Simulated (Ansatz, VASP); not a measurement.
**LaB6: VASP beside Ansatz**

```
La B
1.0
     4.15700    0.00000    0.00000
     0.00000    4.15700    0.00000
     0.00000    0.00000    4.15700
La B
1 6
Direct
  0.00000 0.00000 0.00000
  0.19975 0.50000 0.50000
  0.80025 0.50000 0.50000
  0.50000 0.50000 0.19975
  0.50000 0.50000 0.80025
  0.50000 0.19975 0.50000
  0.50000 0.80025 0.50000
```

Alike in both runs: functional PBE; k mesh 6 × 6 × 6; occupations gaussian, width 0.05 eV; no spin polarisation.

Ansatz relaxed the structure, and its values are those at the end. VASP's run is a single point on that final structure, the one shown.

|  | VASP | Ansatz |
| --- | --- | --- |
| version | VASP 6.6.1 | Ansatz 0.2.0 |
| potentials or method | VASP PAW PBE potentials, release 64 (La, B), cutoff 520 eV | scalar-relativistic, plane waves, PAW |
| valence electrons in the cell | 29 | 29 |

|  | VASP | Ansatz | Ansatz less VASP |
| --- | --- | --- | --- |
| gap on the k mesh at the Fermi level (eV) | none | none | - |
| pressure (GPa) | -0.4 | -0.3 | +0.08 |
| rms of the force components (eV/Å) | 0.010 | 0.001 | -0.0093 |

A gap of «none» marks a metal or a gap that the smearing closes. With one functional, cell and mesh, what is left measures potentials, basis and numerics. Ansatz's warnings: stress scf threshold loose.

Neither program's run includes spin-orbit coupling.
